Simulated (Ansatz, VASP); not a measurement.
## Tl: VASP beside Ansatz

```
CELL_PARAMETERS angstrom
3.59028 0.00000 0.00000
-1.79514 3.10928 0.00000
0.00000 0.00000 5.64194
ATOMIC_POSITIONS crystal
Tl 0.33333 0.66667 0.25000
Tl 0.66667 0.33333 0.75000
```

Alike in both runs: task single point; functional PBE; k mesh 10 × 10 × 6; occupations methfessel-paxton of order 1, width 0.3 eV; no spin polarisation.

|  | VASP | Ansatz |
| --- | --- | --- |
| version | VASP 6.6.1 | Ansatz 0.2.0 |
| potentials or method | VASP PAW PBE potentials, release 64 (Tl_d), cutoff 520 eV | plane waves (420 eV) with PAW, scalar-relativistic |
| valence electrons in the cell | 26 | 26 |

```tsv
	VASP	Ansatz	Ansatz less VASP
pressure (GPa)	-0.1	-0.1	+0.06
traceless stress, the component that is largest in VASP (GPa)	0.26	0.27	+0.011
```

With one functional, cell and mesh, what is left measures potentials, basis and numerics.

Neither program's run includes spin-orbit coupling.
